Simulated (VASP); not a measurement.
# CdSe (F-43m) in VASP: further runs

Runs on CdSe. Level: PBE. Tasks: single point.

Program: VASP 6.6.1. These are calculated values, not measurements. Logs are shortened: lines on timing, memory, paths and dates and some standing lists are left out, and cuts for length are marked.

### Step 1. The cell of the first run

It takes space group F-43m (No. 216, cubic). Conventional cell: a = 6.197 Å, b = 6.197 Å, c = 6.197 Å, α = 90.00°, β = 90.00°, γ = 90.00°. Cd (site symmetry -43m) has 4 Se at 2.68 Å within 3.5 Å. Within 3.5 Å of Se (site symmetry -43m) lie 4 Cd at 2.68 Å.

### Step 2. Single point, PBE, non-collinear spin, zero start, spin-orbit coupling

Input file INCAR:

```
SYSTEM = CdSe
  PREC = Accurate
  ENCUT = 520
  EDIFF = 1E-7
  ISMEAR = 0
  SIGMA = 0.02
  LREAL = .False.
  LASPH = .True.
  NELM = 150
  ALGO = Normal
  ISIF = 2
  LWAVE = .False.
  LCHARG = .False.
  MAGMOM = 0 0 0 0 0 0
  LORBIT = 11
  LSORBIT = .True.
  GGA_COMPAT = .False.
  LORBMOM = .True.
  GGA = PE
  NBANDS = 30
```

Input file KPOINTS:

```
regular mesh
0
Gamma
  10 10 10
  0 0 0
```

Input file POSCAR:

```
CdSe
1.0
    0.0000000000      3.0984146604      3.0984146604
    3.0984146604      0.0000000000      3.0984146604
    3.0984146604      3.0984146604      0.0000000000
Cd Se
1 1
Direct
    0.0000000000      0.0000000000      0.0000000000
    0.7500000000      0.7500000000      0.7500000000
```

Potentials or basis: VASP PAW PBE potentials, release 64 (Cd, Se).

The run is started by

```console
cat potpaw_PBE.64/Cd/POTCAR potpaw_PBE.64/Se/POTCAR > POTCAR
mpirun -np 1 vasp_ncl > vasp.out
```

OUTCAR:

```text
SYSTEM = CdSe
   PREC = Accurate
   ENCUT = 520
   EDIFF = 1E-7
   ISMEAR = 0
   LREAL = .False.
   LASPH = .True.
   NELM = 150
   ISIF = 2
   LORBIT = 11
   LSORBIT = .True.
   GGA = PE

 ion  position               nearest neighbor table
   1  0.000  0.000  0.000-   2 2.68   2 2.68   2 2.68   2 2.68
   2  0.750  0.750  0.750-   1 2.68   1 2.68   1 2.68   1 2.68

  LATTYP: Found a face centered cubic cell.
 ALAT       =     6.1968293208

  Lattice vectors:

 A1 = (   0.0000000000,   3.0984146604,   3.0984146604)
 A2 = (   3.0984146604,   0.0000000000,   3.0984146604)
 A3 = (   3.0984146604,   3.0984146604,   0.0000000000)

Analysis of symmetry for initial positions (statically):
=====================================================================
 Subroutine PRICEL returns:
 Original cell was already a primitive cell.

 Routine SETGRP: Setting up the symmetry group for a
 face centered cubic supercell.

 Subroutine GETGRP returns: Found 24 space group operations
 (whereof 24 operations were pure point group operations)
 out of a pool of 48 trial point group operations.

The static configuration has the point symmetry T_d .

Analysis of symmetry for dynamics (positions and initial velocities):
=====================================================================
 Subroutine PRICEL returns:
 Original cell was already a primitive cell.

 Routine SETGRP: Setting up the symmetry group for a
 face centered cubic supercell.

 Subroutine GETGRP returns: Found 24 space group operations
 (whereof 24 operations were pure point group operations)
 out of a pool of 48 trial point group operations.

The dynamic configuration has the point symmetry T_d .

Analysis of structural, dynamic, and magnetic symmetry:
=====================================================================
 Subroutine PRICEL returns:
 Original cell was already a primitive cell.

 Routine SETGRP: Setting up the symmetry group for a
 face centered cubic supercell.

 Subroutine GETGRP returns: Found 24 space group operations
 (whereof 24 operations were pure point group operations)
 out of a pool of 48 trial point group operations.

The overall configuration has the point symmetry T_d .

 Subroutine INISYM returns: Found 24 space group operations
 (whereof 24 operations are pure point group operations),
 and found     1 'primitive' translations

----------------------------------------------------------------------------------------

                                     Primitive cell

  volume of cell :      59.4906

  direct lattice vectors                    reciprocal lattice vectors
     0.000000000  3.098414660  3.098414660    -0.161372849  0.161372849  0.161372849
     3.098414660  0.000000000  3.098414660     0.161372849 -0.161372849  0.161372849
     3.098414660  3.098414660  0.000000000     0.161372849  0.161372849 -0.161372849

  length of vectors
     4.381820035  4.381820035  4.381820035     0.279505973  0.279505973  0.279505973

  position of ions in fractional coordinates (direct lattice)
     0.000000000  0.000000000  0.000000000
     0.750000000  0.750000000  0.750000000

  ion indices of the primitive-cell ions
   primitive index   ion index
                 1           1
                 2           2

----------------------------------------------------------------------------------------

 KPOINTS: regular mesh

Automatic generation of k-mesh.
 Grid dimensions read from file:
 generate k-points for:   10   10   10

 Generating k-lattice:

  Cartesian coordinates                     Fractional coordinates (reciprocal lattice)
    -0.016137285  0.016137285  0.016137285     0.100000000  0.000000000  0.000000000
     0.016137285 -0.016137285  0.016137285     0.000000000  0.100000000  0.000000000
     0.016137285  0.016137285 -0.016137285     0.000000000  0.000000000  0.100000000

  Length of vectors
     0.027950597  0.027950597  0.027950597

  Shift w.r.t. Gamma in fractional coordinates (k-lattice)
     0.000000000  0.000000000  0.000000000

 Subroutine IBZKPT returns following result:
 ===========================================

 Found     73 irreducible k-points:

 Following reciprocal coordinates:
            Coordinates               Weight
  0.000000  0.000000  0.000000      1.000000
  0.100000  0.000000  0.000000      4.000000
 -0.100000  0.000000  0.000000      4.000000
  0.200000  0.000000  0.000000      4.000000
 -0.200000  0.000000  0.000000      4.000000
  0.300000  0.000000  0.000000      4.000000
[... 16 lines left out ...]
  0.300000 -0.100000  0.000000     12.000000
 -0.200000  0.100000  0.000000     12.000000
 [... further k-points ...]
   k-points           NKPTS =     73   k-points in BZ     NKDIM =     73   number of bands    NBANDS=     30
[... 29 lines left out ...]
   NUPDOWN=      -1.0000    fix difference up-down
   EMIN   =  10.00;   EMAX   =-10.00  energy-range for DOS
   EFERMI =   0.00;   METHOD = LEGACY
   ISMEAR =     0;   SIGMA  =   0.02  broadening in eV -4-tet -1-fermi 0-gaus
   EFERMI_NEDOS =   21; number of points for ismear=-14 and -15
   IALGO  =     38    algorithm
   IMIX   =      4    mixing-type and parameters
     AMIX     =   0.40;   BMIX     =  1.00
     AMIX_MAG =   1.60;   BMIX_MAG =  1.00
  volume/ion in A,a.u.               =      29.75       200.73
  Fermi-wavevector in a.u.,A,eV,Ry     =   1.099047  2.076897 16.434526  1.207904
  Thomas-Fermi vector in A             =   2.235435
   LORBIT       =     11    0 simple, 1 ext, 2 COOP (PROOUT), +10 PAW based schemes
   GGA     = PE    functional components
   LHFCALC =     F    Hartree Fock is set to
   AEXX    =    0.0000 exact exchange contribution
   IVDW    =     0    specifies the selected vdW correction
   LEPSILON=     F    determine dielectric tensor
   LRPA    =     F    only Hartree local field effects (RPA)
 Gauss-broadening in eV      SIGMA  =   0.02
  energy-cutoff  :      520.00
  volume of cell :       59.49
 maximum number of plane-waves:      3278
 NGX is ok and might be reduce to    36
   NGX = 17   NGY = 17   NGZ = 17

 number of electron      18.0000000 magnetization       0.0000000      0.0000000      0.0000000

 number of electron      18.0000000 magnetization       0.0000000     -0.0000000     -0.0000000

 number of electron      18.0000000 magnetization      -0.0000000     -0.0000000     -0.0000000

 number of electron      18.0000000 magnetization       0.0000000      0.0000000     -0.0000000

 Free energy of the ion-electron system (eV)
  ---------------------------------------------------
  ext. energy  EPLUGINS =         0.00000000
  ---------------------------------------------------
  free energy    TOTEN  =        -5.54846711 eV

  energy without entropy =       -5.54846711  energy(sigma->0) =       -5.54846711

 E-fermi :   0.7527     XC(G=0):  -8.6338

 val. band max:        0.6309847834   @ k =   0.0000   0.0000   0.0000
 cond. band min:       1.0056636668   @ k =   0.0000   0.0000   0.0000
 fundamental gap:      0.3746788834
 Fermi energy:         0.7527443214

 k-point     1 :       0.0000    0.0000    0.0000
  band No.  band energies     occupation
      1     -11.7828      1.00000
      2     -11.7828      1.00000
      3      -7.5479      1.00000
      4      -7.5479      1.00000
      5      -7.5479      1.00000
      6      -7.5479      1.00000
[... 781 lines left out ...]
     29      10.7018      0.00000
     30      10.7246      0.00000

 [... further k-points ...]

------------------------ aborting loop because EDIFF is reached ----------------------------------------

  FORCE on cell =-STRESS in cart. coord.  units (eV):
  Direction    XX          YY          ZZ          XY          YZ          ZX
  --------------------------------------------------------------------------------------
  -------------------------------------------------------------------------------------
  Total        0.0816397      0.0816397      0.0816397      0.0000000      0.0000000     -0.0000000
  in kB        2.1986877      2.1986877      2.1986877      0.0000000      0.0000000     -0.0000000
  external PRESSURE =       2.1986877 kB  Pullay stress =       0.0000000 kB

 VOLUME and BASIS-vectors are now :
 -----------------------------------------------------------------------------
  energy-cutoff  :      520.00
  volume of cell :       59.49
      direct lattice vectors                 reciprocal lattice vectors
     0.000000000  3.098414660  3.098414660    -0.161372849  0.161372849  0.161372849
     3.098414660  0.000000000  3.098414660     0.161372849 -0.161372849  0.161372849
     3.098414660  3.098414660  0.000000000     0.161372849  0.161372849 -0.161372849

 POSITION                                       TOTAL-FORCE (eV/Angst)
 -----------------------------------------------------------------------------------
      0.00000      0.00000      0.00000         0.000000     -0.000000     -0.000000
      4.64762      4.64762      4.64762        -0.000000      0.000000      0.000000
 -----------------------------------------------------------------------------------
    total drift:                               -0.000000     -0.000000     -0.000000

  FREE ENERGIE OF THE ION-ELECTRON SYSTEM (eV)
  ---------------------------------------------------
  free  energy   TOTEN  =        -5.5484671086 eV

  energy  without entropy=       -5.5484671086  energy(sigma->0) =       -5.54846711

 orbital moment (x)

 # of ion     p       d       tot
 ----------------------------------------
  1        -0.000   0.000   0.000
  2         0.000  -0.000   0.000
 ----------------------------------------
            0.000   0.000   0.000

 orbital moment (y)

 # of ion     p       d       tot
 ----------------------------------------
  1         0.000   0.000   0.000
  2         0.000  -0.000   0.000
 ----------------------------------------
            0.000   0.000   0.000

 orbital moment (z)

 # of ion     p       d       tot
 ----------------------------------------
  1         0.000   0.000   0.000
  2         0.000   0.000   0.000
 ----------------------------------------
            0.000   0.000   0.000

 Spin-Orbit-Coupling matrix elements

 Ion:    1  E_soc:     -0.0569304
 l=   1
     0.0000000    -0.0025581    -0.0025581
    -0.0025581     0.0000000    -0.0025581
    -0.0025581    -0.0025581     0.0000000
 l=   2
     0.0000000    -0.0014011     0.0000000    -0.0014011    -0.0055292
    -0.0014011     0.0000000    -0.0041469    -0.0014011    -0.0013823
     0.0000000    -0.0041469     0.0000000    -0.0041469     0.0000000
    -0.0014011    -0.0014011    -0.0041469     0.0000000    -0.0013823
    -0.0055292    -0.0013823     0.0000000    -0.0013823     0.0000000
 l=   3
     0.0000000     0.0000000     0.0000000     0.0000000     0.0000000     0.0000000     0.0000000
     0.0000000     0.0000000     0.0000000     0.0000000     0.0000000     0.0000000     0.0000000
     0.0000000     0.0000000     0.0000000     0.0000000     0.0000000     0.0000000     0.0000000
     0.0000000     0.0000000     0.0000000     0.0000000     0.0000000     0.0000000     0.0000000
     0.0000000     0.0000000     0.0000000     0.0000000     0.0000000     0.0000000     0.0000000
     0.0000000     0.0000000     0.0000000     0.0000000     0.0000000     0.0000000     0.0000000
     0.0000000     0.0000000     0.0000000     0.0000000     0.0000000     0.0000000     0.0000000

 Ion:    2  E_soc:     -0.0405616
 l=   1
     0.0000000    -0.0067538    -0.0067538
    -0.0067538     0.0000000    -0.0067538
    -0.0067538    -0.0067538     0.0000000
 l=   2
     0.0000000    -0.0000031     0.0000000    -0.0000031    -0.0000033
    -0.0000031     0.0000000    -0.0000025    -0.0000031    -0.0000008
     0.0000000    -0.0000025     0.0000000    -0.0000025     0.0000000
    -0.0000031    -0.0000031    -0.0000025     0.0000000    -0.0000008
    -0.0000033    -0.0000008     0.0000000    -0.0000008     0.0000000
 l=   3
     0.0000000     0.0000000     0.0000000     0.0000000     0.0000000     0.0000000     0.0000000
     0.0000000     0.0000000     0.0000000     0.0000000     0.0000000     0.0000000     0.0000000
     0.0000000     0.0000000     0.0000000     0.0000000     0.0000000     0.0000000     0.0000000
     0.0000000     0.0000000     0.0000000     0.0000000     0.0000000     0.0000000     0.0000000
     0.0000000     0.0000000     0.0000000     0.0000000     0.0000000     0.0000000     0.0000000
     0.0000000     0.0000000     0.0000000     0.0000000     0.0000000     0.0000000     0.0000000
     0.0000000     0.0000000     0.0000000     0.0000000     0.0000000     0.0000000     0.0000000

 total charge

# of ion       s       p       d       tot
------------------------------------------
    1        0.437   0.286   9.554  10.276
    2        1.446   2.367   0.019   3.832
--------------------------------------------------
tot          1.883   2.653   9.572  14.109

 magnetization (x)

# of ion       s       p       d       tot
------------------------------------------
    1       -0.000  -0.000   0.000  -0.000
    2        0.000  -0.000  -0.000  -0.000
--------------------------------------------------
tot         -0.000  -0.000   0.000  -0.000

 magnetization (y)

# of ion       s       p       d       tot
------------------------------------------
    1       -0.000   0.000  -0.000  -0.000
    2        0.000   0.000  -0.000   0.000
--------------------------------------------------
tot         -0.000   0.000  -0.000  -0.000

 magnetization (z)

# of ion       s       p       d       tot
------------------------------------------
    1       -0.000  -0.000   0.000  -0.000
    2        0.000  -0.000   0.000  -0.000
--------------------------------------------------
tot         -0.000  -0.000   0.000  -0.000
```

Run time: 3.5 min. Hardware: 1 thread of Intel Xeon Platinum 8488C (Sapphire Rapids), shared host; peak memory 0.49 GiB.

What came out:

* Free energy: -5.5485 eV
* Pressure: 0.2 GPa
* Net moment: 0.00 μB per cell
* Valence electrons inside the program's atomic spheres: Cd 10.28; Se 3.83

Moments on the atoms (μB; x, y, z):
```
Cd  0.00 0.00 0.00
Se  0.00 0.00 0.00
```

### Step 3. Single point, PBE (volume scaled by 0.88)

Input file INCAR:

```
SYSTEM = CdSe
PREC = Accurate ; ENCUT = 520
EDIFF = 1E-6 ; ISMEAR = 0
SIGMA = 0.02 ; LREAL = .FALSE.
LASPH = .TRUE. ; NELM = 60
ALGO = Normal ; ISIF = 2
LWAVE = .FALSE. ; LCHARG = .FALSE.
GGA = PE ; NBANDS = 16
```

Input file KPOINTS:

```
regular mesh
0
G
  10 10 10
  0 0 0
```

Input file POSCAR:

```
CdSe
1.0
    0.0000000000      2.9691611068      2.9691611068
    2.9691611068      0.0000000000      2.9691611068
    2.9691611068      2.9691611068      0.0000000000
Cd Se
1 1
Direct
    0.0000000000      0.0000000000      0.0000000000
    0.7500000000      0.7500000000      0.7500000000
```

Potentials or basis: VASP PAW PBE potentials, release 64 (Cd, Se).

The run is started by

```console
cat potpaw_PBE.64/Cd/POTCAR potpaw_PBE.64/Se/POTCAR > POTCAR
mpirun -np 1 vasp_std > vasp.out
```

Wall time 12 s (1 thread of Intel Xeon 6975P-C, shared host); peak memory 0.2 GiB.

The run converged. Its results:

* Free energy: -5.3336 eV
* Pressure: 8.1 GPa
* Band gap on the k mesh: 0.76 eV, direct

Levels at points of the mesh, in eV from the valence-band top:
```csv
k point,band 6,band 7,band 8,band 9,band 10,band 11,band 12,band 13
"(0.00, 0.00, 0.00)",-7.75,0.00,0.00,0.00,0.76,5.92,5.92,5.92
"(0.50, 0.00, 0.00)",-7.40,-4.84,-0.86,-0.86,2.48,6.45,6.45,7.61
"(0.50, 0.50, 0.00)",-7.32,-4.42,-2.11,-2.11,2.99,3.81,9.48,10.65
```
